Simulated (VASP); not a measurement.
Crystal: Pd.

```
Pd
1.0
     2.75050    0.00000    0.00000
    -1.37525    2.38200    0.00000
     0.00000    0.00000    8.98313
Pd
4
Direct
  0.00000 0.00000 0.00000
  0.00000 0.00000 0.50000
  0.33333 0.66667 0.25000
  0.66667 0.33333 0.75000
```

This isn't the form of Pd at room conditions, which is fcc.

| Property | Result |
| --- | --- |
| Program | VASP 6.6.1 |
| Task | relaxation of cell and atoms |
| Functional | RPBE |
| Potentials or basis | VASP PAW PBE potentials, release 64 (Pd) |
| Cutoff | 600 eV |
| k mesh | 13 × 13 × 4 |
| Occupations | fermi-dirac, width 0.1 eV |
| Spin | no spin polarisation |

At the start: pressure 12.8 GPa; volume 14.71 Å³/atom.

Task: How do energy, volume and symmetry change on relaxing?

Result: Over 6 steps the energy falls by 40.6 meV/atom and the volume is 15.81 Å³/atom (+7.4 %); space group P6_3/mmc (No. 194, to 0.1 Å) before and after.

Step by step:
| step | energy change (eV) | largest force (eV/Å) | pressure (GPa) | volume (Å³) |
| --- | --- | --- | --- | --- |
| 1 | 0.0000 | 0.0000 | 12.80 | 58.85 |
| 2 | 0.0623 | 0.0000 | -10.42 | 69.44 |
| 3 | -0.1619 | 0.0000 | -0.23 | 63.33 |
| 4 | -0.1619 | 0.0000 | -0.02 | 63.24 |
| 5 | -0.1624 | 0.0000 | 0.00 | 63.23 |
| 6 | -0.1625 | 0.0000 | 0.02 | 63.23 |

Final structure:
```yaml
crystal:
  lattice:
    - [2.80873, 0.00000, 0.00000]
    - [-1.40437, 2.43243, 0.00000]
    - [0.00000, 0.00000, 9.25417]
  atoms:
    - { symbol: Pd, position: [0.00000, 0.00000, 0.00000] }
    - { symbol: Pd, position: [0.00000, 0.00000, 0.50000] }
    - { symbol: Pd, position: [0.33333, 0.66667, 0.25000] }
    - { symbol: Pd, position: [0.66667, 0.33333, 0.75000] }
```

Caveat: the highest band is partly filled, so the run has too few bands; the PAW data sets were made with another functional, which shifts forces and pressure a little.
